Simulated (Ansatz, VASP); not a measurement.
## SnSe: VASP beside Ansatz

```xyz
2
Lattice="0.0000 2.9728 2.9728 2.9728 0.0000 2.9728 2.9728 2.9728 0.0000" Properties=species:S:1:pos:R:3 pbc="T T T"
Sn    0.0000    0.0000    0.0000
Se    2.9728    2.9728    2.9728
```

Alike in both runs: task single point; functional PBEsol; k mesh 8 × 8 × 8; occupations gaussian, width 0.01 eV; no spin polarisation.

```csv
,VASP,Ansatz
version,VASP 6.6.1,Ansatz 0.2.0
potentials or method,"VASP PAW PBE potentials, release 64 (Sn_d, Se), cutoff 500 eV","scalar-relativistic, plane waves, PAW"
valence electrons in the cell,20,30
```

|  | VASP | Ansatz | Ansatz less VASP |
| --- | --- | --- | --- |
| gap on the k mesh at the Fermi level (eV) | 0.75 | 0.75 | -0.001 |
| least direct gap on the mesh (eV) | 0.82 | 0.82 | -0.002 |

VASP's potentials were made for PBE, not for PBEsol. With one functional, cell and mesh, what is left measures potentials, basis and numerics. VASP's potentials hold 20 valence electrons a cell and Ansatz's 30, so a difference there can come from the potentials and not from the codes. Ansatz's warnings: optics on partly filled bands.
